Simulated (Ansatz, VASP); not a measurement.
Given: the input of a run of Ansatz 0.2.0 on KMg6Si.

File input.yaml:

```yaml
crystal:
  lattice:
    - [4.637424, 0.0, 0.0]
    - [0.0, 3.149262, 7.091536]
    - [0.0, -3.149262, 7.091536]
  atoms:
    - { symbol: K, position: [0.012133, 0.787113, 0.781751] }
    - { symbol: Si, position: [0.499035, 0.611156, 0.618464] }
    - { symbol: Mg, position: [0.508933, 0.203355, 0.184464] }
    - { symbol: Mg, position: [0.505584, 0.693765, 0.196635] }
    - { symbol: Mg, position: [0.504451, 0.188716, 0.698193] }
    - { symbol: Mg, position: [0.004455, 0.355217, 0.363087] }
    - { symbol: Mg, position: [0.002358, 0.828078, 0.326482] }
    - { symbol: Mg, position: [-0.001479, 0.326256, 0.825376] }
hamiltonian:
  xc: pbe
  pseudopotentials: { kind: paw }
kpoints:
  mp_grid: { grid: [6, 5, 5] }
scf:
  occupations: { method: fermi_dirac, width: 0.05 }
output:
  forces: true
  stress: true
  eigenvalues: true
```

Potentials or basis: Ansatz PAW.

The run is started by

```console
$ ansatz run input.yaml --threads 4 --pin off --max-ram 10240MiB --backend cpu --events-out ev --progress --plain --runs-dir out
```

Problem. Translate it to VASP 6.6.1. Potentials there: VASP PAW PBE potentials, release 64 (K_sv, Si, Mg).

Solution. As run (the cutoff follows the program's own potentials):

Contents of INCAR:

```
SYSTEM = KMg6Si
ALGO     = Fast           ! electronic algorithm
EDIFF    = 1E-6           ! SCF threshold, eV
ENCUT    = 520            ! plane-wave cutoff, eV
GGA      = PE             ! functional
ISIF     = 2              ! what is computed and relaxed
ISMEAR   = -1             ! smearing method
LASPH    = .True.         ! aspherical terms in the spheres
LCHARG   = .True.         ! write CHGCAR
LELF     = .True.         ! ELF
LREAL    = .False.        ! projectors in reciprocal space
LVHAR    = .True.       
LWAVE    = .False.        ! write WAVECAR
NBANDS   = 22             ! bands
NELM     = 100            ! most SCF steps
PREC     = Accurate       ! precision mode
SIGMA    = 0.05           ! smearing width, eV
```

File KPOINTS:

```
k-points
0
Gamma
  6 5 5
  0 0 0
```

Contents of POSCAR:

```
KMg6Si
1.0
    4.6374240000      0.0000000000      0.0000000000
    0.0000000000      3.1492620000      7.0915360000
    0.0000000000     -3.1492620000      7.0915360000
K Si Mg
1 1 6
Direct
    0.0121330000      0.7871130000      0.7817510000
    0.4990350000      0.6111560000      0.6184640000
    0.5089330000      0.2033550000      0.1844640000
    0.5055840000      0.6937650000      0.1966350000
    0.5044510000      0.1887160000      0.6981930000
    0.0044550000      0.3552170000      0.3630870000
    0.0023580000      0.8280780000      0.3264820000
   -0.0014790000      0.3262560000      0.8253760000
```

Potentials or basis: VASP PAW PBE potentials, release 64 (K_sv, Si, Mg).

The run is started by

```console
$ cat potpaw_PBE.64/K_sv/POTCAR potpaw_PBE.64/Si/POTCAR potpaw_PBE.64/Mg/POTCAR > POTCAR
$ mpirun -np 1 vasp_std > vasp.out
```

Both were run:

|  | VASP | Ansatz | Ansatz less VASP |
| --- | --- | --- | --- |
| gap on the k mesh at the Fermi level (eV) | none | none | - |
| pressure (GPa) | -0.1 | 0.0 | +0.06 |
| traceless stress, the component that is largest in VASP (GPa) | -0.34 | -0.34 | +0.002 |
| rms of the force components (eV/Å) | 0.081 | 0.080 | -0.0016 |

Atom by atom the forces differ by 0.003 eV/Å (rms over components). A gap of «none» marks a metal or a gap that the smearing closes. VASP's potentials hold 25 valence electrons a cell and Ansatz's 73, so a difference there can come from the potentials and not from the codes.
